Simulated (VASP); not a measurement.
# Be (Pm-3m) in VASP: notebook

Runs on Be. Level: PBE. Tasks: single point.

All numbers are computed with VASP 6.6.1; they aren't measurements. Logs are shortened: lines on timing, memory, paths and dates and some standing lists are left out, and cuts for length are marked.

## (1) The cell of the first run

It takes space group Pm-3m (No. 221, cubic). Conventional cell: a = 2.000 Å, b = 2.000 Å, c = 2.000 Å, α = 90.00°, β = 90.00°, γ = 90.00°. Be (site symmetry m-3m) has 6 Be at 2.00 Å within 2.6 Å.

## (2) Single point, PBE (volume scaled by 0.78)

Contents of INCAR:

```
SYSTEM = Be
  PREC = Accurate
  ENCUT = 600
  EDIFF = 1E-6
  ISMEAR = -1
  SIGMA = 0.1
  LREAL = .False.
  LASPH = .True.
  NELM = 120
  ALGO = Normal
  ISIF = 2
  LWAVE = .False.
  LCHARG = .True.
  GGA = PE
  LELF = .True.
  LVHAR = .True.
  NBANDS = 7
  GGA_COMPAT = .False.
```

Contents of KPOINTS:

```
regular mesh
0
Gamma
  20 20 20
  0 0 0
```

Contents of POSCAR:

```
Be
1.0
    1.9999147651      0.0000000000      0.0000000000
    0.0000000000      1.9999147651      0.0000000000
    0.0000000000      0.0000000000      1.9999147651
Be
1
Direct
    0.0000000000      0.0000000000      0.0000000000
```

Potentials or basis: VASP PAW PBE potentials, release 64 (Be).

On the command line:

```bash
$ cat potpaw_PBE.64/Be/POTCAR > POTCAR
$ mpirun -np 1 vasp_std > vasp.out
```

OUTCAR:

```text
SYSTEM = Be
   PREC = Accurate
   ENCUT = 600
   EDIFF = 1E-6
   ISMEAR = -1
   LREAL = .False.
   LASPH = .True.
   NELM = 120
   ISIF = 2
   GGA = PE

 ion  position               nearest neighbor table
   1  0.000  0.000  0.000-

  LATTYP: Found a simple cubic cell.
 ALAT       =     1.9999147651

  Lattice vectors:

 A1 = (   1.9999147651,   0.0000000000,   0.0000000000)
 A2 = (   0.0000000000,   1.9999147651,   0.0000000000)
 A3 = (   0.0000000000,   0.0000000000,   1.9999147651)

Analysis of symmetry for initial positions (statically):
=====================================================================
 Subroutine PRICEL returns:
 Original cell was already a primitive cell.

 Routine SETGRP: Setting up the symmetry group for a
 simple cubic supercell.

 Subroutine GETGRP returns: Found 48 space group operations
 (whereof 48 operations were pure point group operations)
 out of a pool of 48 trial point group operations.

The static configuration has the point symmetry O_h .

Analysis of symmetry for dynamics (positions and initial velocities):
=====================================================================
 Subroutine PRICEL returns:
 Original cell was already a primitive cell.

 Routine SETGRP: Setting up the symmetry group for a
 simple cubic supercell.

 Subroutine GETGRP returns: Found 48 space group operations
 (whereof 48 operations were pure point group operations)
 out of a pool of 48 trial point group operations.

The dynamic configuration has the point symmetry O_h .

 Subroutine INISYM returns: Found 48 space group operations
 (whereof 48 operations are pure point group operations),
 and found     1 'primitive' translations

----------------------------------------------------------------------------------------

                                     Primitive cell

  volume of cell :       7.9990

  direct lattice vectors                    reciprocal lattice vectors
     1.999914765  0.000000000  0.000000000     0.500021310  0.000000000  0.000000000
     0.000000000  1.999914765  0.000000000     0.000000000  0.500021310  0.000000000
     0.000000000  0.000000000  1.999914765     0.000000000  0.000000000  0.500021310

  length of vectors
     1.999914765  1.999914765  1.999914765     0.500021310  0.500021310  0.500021310

  position of ions in fractional coordinates (direct lattice)
     0.000000000  0.000000000  0.000000000

  ion indices of the primitive-cell ions
   primitive index   ion index
                 1           1

----------------------------------------------------------------------------------------

 KPOINTS: regular mesh

Automatic generation of k-mesh.
 Grid dimensions read from file:
 generate k-points for:   20   20   20

 Generating k-lattice:

  Cartesian coordinates                     Fractional coordinates (reciprocal lattice)
     0.025001065  0.000000000  0.000000000     0.050000000  0.000000000  0.000000000
     0.000000000  0.025001065  0.000000000     0.000000000  0.050000000  0.000000000
     0.000000000  0.000000000  0.025001065     0.000000000  0.000000000  0.050000000

  Length of vectors
     0.025001065  0.025001065  0.025001065

  Shift w.r.t. Gamma in fractional coordinates (k-lattice)
     0.000000000  0.000000000  0.000000000

 Subroutine IBZKPT returns following result:
 ===========================================

 Found    286 irreducible k-points:

 Following reciprocal coordinates:
            Coordinates               Weight
  0.000000  0.000000  0.000000      1.000000
  0.050000  0.000000  0.000000      6.000000
  0.100000  0.000000  0.000000      6.000000
  0.150000  0.000000  0.000000      6.000000
  0.200000  0.000000  0.000000      6.000000
  0.250000  0.000000  0.000000      6.000000
[... 16 lines left out ...]
  0.150000  0.100000  0.000000     24.000000
  0.200000  0.100000  0.000000     24.000000
 [... further k-points ...]
   k-points           NKPTS =    286   k-points in BZ     NKDIM =    286   number of bands    NBANDS=      7
   number of dos      NEDOS =    301   number of ions     NIONS =      1
   total plane-waves  NPLWV =   4096
   dimension x,y,z NGX =    16 NGY =   16 NGZ =   16
   dimension x,y,z NGXF=    32 NGYF=   32 NGZF=   32
   ions per type =               1
   NGX,Y,Z   is equivalent  to a cutoff of  13.30, 13.30, 13.30 a.u.
   NGXF,Y,Z  is equivalent  to a cutoff of  26.60, 26.60, 26.60 a.u.
 SYSTEM =  Be
   PREC   = accura    normal or accurate (medium, high low for compatibility)
   ISTART =      0    job   : 0-new  1-cont  2-samecut
   ICHARG =      2    charge: 1-file 2-atom 10-const
   ISPIN  =      1    spin polarized calculation?
   LNONCOLLINEAR =      F non collinear calculations
   LSORBIT =      F    spin-orbit coupling
   LASPH  =      T    aspherical Exc in radial PAW
   ENCUT  =  600.0 eV  44.10 Ry    6.64 a.u.   3.99  3.99  3.99*2*pi/ulx,y,z
   NELM   =    120;   NELMIN=  2; NELMDL= -5     # of ELM steps
   EDIFF  = 0.1E-05   stopping-criterion for ELM
   LREAL  =      F    real-space projection
   EDIFFG = 0.1E-04   stopping-criterion for IOM
   NSW    =      0    number of steps for IOM
   IBRION =     -1    ionic relax: 0-MD 1-quasi-New 2-CG
   NFREE  =      0    steps in history (QN), initial steepest desc. (CG)
   ISIF   =      2    stress and relaxation
   ISYM   =      2    0-nonsym 1-usesym 2-fastsym
   POTIM  = 0.5000    time-step for ionic-motion
   TEBEG  =    0.0;   TEEND  =   0.0 temperature during run
   PSTRESS=    0.0 pullay stress
   NELECT =       2.0000    total number of electrons
   NUPDOWN=      -1.0000    fix difference up-down
   EMIN   =  10.00;   EMAX   =-10.00  energy-range for DOS
   EFERMI =   0.00;   METHOD = LEGACY
   ISMEAR =    -1;   SIGMA  =   0.10  broadening in eV -4-tet -1-fermi 0-gaus
   EFERMI_NEDOS =   21; number of points for ismear=-14 and -15
   IALGO  =     38    algorithm
   IMIX   =      4    mixing-type and parameters
     AMIX     =   0.40;   BMIX     =  1.00
     AMIX_MAG =   1.60;   BMIX_MAG =  1.00
  volume/ion in A,a.u.               =       8.00        53.98
  Fermi-wavevector in a.u.,A,eV,Ry     =   1.031351  1.948972 14.472324  1.063686
  Thomas-Fermi vector in A             =   2.165495
   LORBIT       =      0    0 simple, 1 ext, 2 COOP (PROOUT), +10 PAW based schemes
   GGA     = PE    functional components
   LHFCALC =     F    Hartree Fock is set to
   AEXX    =    0.0000 exact exchange contribution
   IVDW    =     0    specifies the selected vdW correction
   LEPSILON=     F    determine dielectric tensor
   LRPA    =     F    only Hartree local field effects (RPA)
 non-spin polarized calculation
  energy-cutoff  :      600.00
  volume of cell :        8.00
 maximum number of plane-waves:       285
 NGX is ok and might be reduce to    16
   NGX =  7   NGY =  7   NGZ =  7

 number of electron       2.0000000 magnetization

 Free energy of the ion-electron system (eV)
  ---------------------------------------------------
  ext. energy  EPLUGINS =         0.00000000
  ---------------------------------------------------
  free energy    TOTEN  =        -2.60029627 eV

  energy without entropy =       -2.58997942  energy(sigma->0) =       -2.59513784

 E-fermi :   6.9440     XC(G=0): -10.5569

 val. band max:        6.8778662721   @ k =   0.5000   0.3500   0.0000
 cond. band min:       6.9479338015   @ k =   0.5000   0.3500   0.0500
 fundamental gap:      0.0700675294
 Fermi energy:         6.9439588078

 k-point     1 :       0.0000    0.0000    0.0000
  band No.  band energies     occupation
      1      -4.3280      2.00000
      2      22.9751      0.00000
      3      22.9751      0.00000
      4      22.9751      0.00000
      5      28.9660      0.00000
      6      28.9660      0.00000
      7      40.5775      0.00000

 k-point     2 :       0.0500    0.0000    0.0000
  band No.  band energies     occupation
      1      -4.2594      2.00000
      2      21.8039      0.00000
      3      23.0508      0.00000
      4      23.0508      0.00000
      5      29.0564      0.00000
      6      30.2580      0.00000
      7      40.4809      0.00000

 k-point     3 :       0.1000    0.0000    0.0000
  band No.  band energies     occupation
      1      -4.0538      2.00000
      2      19.5591      0.00000
      3      23.2764      0.00000
      4      23.2764      0.00000
      5      29.3270      0.00000
      6      32.8319      0.00000
      7      40.2330      0.00000

 k-point     4 :       0.1500    0.0000    0.0000
  band No.  band energies     occupation
      1      -3.7126      2.00000
      2      17.1611      0.00000
      3      23.6462      0.00000
      4      23.6462      0.00000
      5      29.7765      0.00000
      6      35.5823      0.00000
      7      40.0371      0.00000

 k-point     5 :       0.2000    0.0000    0.0000
  band No.  band energies     occupation
      1      -3.2385      2.00000
      2      14.8274      0.00000
      3      24.1498      0.00000
      4      24.1498      0.00000
      5      30.4019      0.00000
      6      37.3834      0.00000
      7      40.8113      0.00000
[... 161 lines left out ...]
 k-point    22 :       0.1000    0.1000    0.0000
  band No.  band energies     occupation
      1      -3.7774      2.00000
      2      18.7991      0.00000
      3      21.1896      0.00000
      4      23.5766      0.00000
      5      31.6610      0.00000
      6      34.4775      0.00000
      7      39.6684      0.00000

 k-point    23 :       0.1500    0.1000    0.0000
  band No.  band energies     occupation
      1      -3.4336      2.00000
      2      16.9872      0.00000
      3      21.0687      0.00000
      4      23.9449      0.00000
      5      32.4913      0.00000
      6      36.7475      0.00000
      7      39.1910      0.00000

 k-point    24 :       0.2000    0.1000    0.0000
  band No.  band energies     occupation
      1      -2.9558      2.00000
      2      14.8388      0.00000
      3      21.4631      0.00000
      4      24.4463      0.00000
      5      33.1876      0.00000
      6      37.4210      0.00000
      7      40.4777      0.00000

 [... further k-points ...]
[... 5 lines left out ...]
  --------------------------------------------------------------------------------------
  -------------------------------------------------------------------------------------
  Total        1.4306137      1.4306137      1.4306137     -0.0000000      0.0000000     -0.0000000
  in kB      286.5487414    286.5487414    286.5487414     -0.0000000      0.0000000     -0.0000000
  external PRESSURE =     286.5487414 kB  Pullay stress =       0.0000000 kB

 VOLUME and BASIS-vectors are now :
 -----------------------------------------------------------------------------
  energy-cutoff  :      600.00
  volume of cell :        8.00
      direct lattice vectors                 reciprocal lattice vectors
     1.999914765  0.000000000  0.000000000     0.500021310  0.000000000  0.000000000
     0.000000000  1.999914765  0.000000000     0.000000000  0.500021310  0.000000000
     0.000000000  0.000000000  1.999914765     0.000000000  0.000000000  0.500021310

 POSITION                                       TOTAL-FORCE (eV/Angst)
 -----------------------------------------------------------------------------------
      0.00000      0.00000      0.00000         0.000000      0.000000      0.000000
 -----------------------------------------------------------------------------------
    total drift:                               -0.000000     -0.000000     -0.000000

  FREE ENERGIE OF THE ION-ELECTRON SYSTEM (eV)
  ---------------------------------------------------
  free  energy   TOTEN  =        -2.6002962664 eV

  energy  without entropy=       -2.5899794187  energy(sigma->0) =       -2.59513784
```

It took 30 s on 1 thread of AMD EPYC 7R13, shared host; peak memory 0.09 GiB.

What came out:

```yaml
Free_energy: -2.6003 eV
Pressure: 28.7 GPa
Band_gap_on_the_k_mesh: zero (band 1 reaches 13.21 eV, above the bottom of band 2 at 5.40 eV)
```

Levels at points of the mesh, in eV from the Fermi level:
```tsv
k point	band 1	band 2	band 3	band 4	band 5	band 6
(0.00, 0.00, 0.00)	-11.27	16.03	16.03	16.03	22.02	22.02
(0.50, 0.00, 0.00)	-6.04	-1.54	20.65	20.65	28.83	29.05
(0.50, 0.50, 0.00)	0.48	0.48	6.95	9.58	24.47	37.87
(0.50, 0.50, 0.50)	6.26	6.26	6.26	14.80	14.80	14.80
```

(Continued in part 2 of 2.)
